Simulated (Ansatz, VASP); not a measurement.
**Si3Te in VASP and in Ansatz**

```
CELL_PARAMETERS angstrom
3.08243 0.00000 0.00000
0.00000 3.08243 0.00000
0.00000 0.00000 8.68259
ATOMIC_POSITIONS crystal
Si 0.00000 0.00000 0.50000
Si 0.50000 0.50000 0.34172
Si 0.50000 0.50000 0.65828
Te 0.00000 0.00000 0.00000
```

Change from the starting cell: species swapped into the Al3Cu type (P4/mmm, No. 123).

Alike in both runs: functional PBE; k mesh 16 × 16 × 6; occupations gaussian, width 0.1 eV; no spin polarisation.

Ansatz relaxed the structure, and its values are those at the end. VASP's run is a single point on that final structure, the one shown.

|  | VASP | Ansatz |
| --- | --- | --- |
| version | VASP 6.6.1 | Ansatz 0.2.0 |
| potentials or method | VASP PAW PBE potentials, release 64 (Si, Te), cutoff 500 eV | scalar-relativistic, plane waves, PAW |
| valence electrons in the cell | 18 | 28 |

|  | VASP | Ansatz | Ansatz less VASP |
| --- | --- | --- | --- |
| gap on the k mesh at the Fermi level (eV) | none | none | - |
| pressure (GPa) | 0.0 | 0.0 | +0.04 |
| rms of the force components (eV/Å) | 0.003 | 0.001 | -0.0028 |

A gap of «none» marks a metal or a gap that the smearing closes. With one functional, cell and mesh, what is left measures potentials, basis and numerics. VASP's potentials hold 18 valence electrons a cell and Ansatz's 28, so a difference there can come from the potentials and not from the codes.

Neither program's run includes spin-orbit coupling.
